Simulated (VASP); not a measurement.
## C: single point with PBEsol+D3(BJ)

The system is C.

```
C
1.0
     0.00000    2.10889    3.29453
     1.21837    0.00000    3.29453
     1.21837    2.10889    0.00000
C
2
Direct
  0.14321 0.85679 0.14321
  0.85679 0.14321 0.85679
```

This cell differs from its parent crystal: atoms shifted along a free coordinate.

```json
{"Program": "VASP 6.6.1", "Task": "single point", "Functional": "PBEsol", "Dispersion": "D3(BJ)", "Potentials or basis": "VASP PAW PBE potentials, release 64 (C)", "Cutoff": "520 eV", "k mesh": "16 × 16 × 16", "Occupations": "gaussian, width 0.03 eV", "Spin": "no spin polarisation", "Dipole correction": "no", "Further INCAR settings": "ALGO = Normal; EDIFF = 1e-07; NBANDS = 11"}
```

```json
{
  "Pressure": "33.4 GPa",
  "Largest force": "14.794 eV/Å",
  "Band gap on the k mesh": "zero (bands 4 and 5 overlap by 1.56 eV)",
  "Dispersion energy per atom": "-0.112 eV"
}
```

Forces in eV/Å, atoms in the order of the input:
```
C     0.000  14.794   0.000
C     0.000 -14.794   0.000
```

Stress tensor (GPa, compression positive):
```
 7.87  0.00  0.00
 0.00 93.07  0.00
 0.00  0.00 -0.80
```

Levels at points of the mesh, in eV from the Fermi level:
```
           k point  band 1  band 2  band 3  band 4  band 5  band 6  band 7  band 8
(0.00, 0.00, 0.00)  -19.68   -6.58   -5.33    0.55    4.41    5.05   11.50   12.58
(0.50, 0.00, 0.00)  -14.73  -12.39   -6.34   -3.02    3.16    6.42   12.82   14.13
(0.50, 0.50, 0.00)  -19.34   -8.70   -5.28    0.49    4.97   10.71   11.26   12.65
(0.50, 0.00, 0.50)  -14.91  -13.30   -5.16    0.36    0.46    8.87   10.68   11.86
(0.00, 0.50, 0.50)  -14.74  -13.03   -5.24   -1.43   -1.01    8.39   14.51   17.75
```

Wall time 3.6 min on 1 thread of Intel Xeon 8259CL (shared host), peak memory 0.22 GiB.

Caveat: the cell differs from its parent crystal (atoms shifted along a free coordinate); the cell stands under pressure; the PAW data sets were made with another functional, which shifts forces and pressure a little.
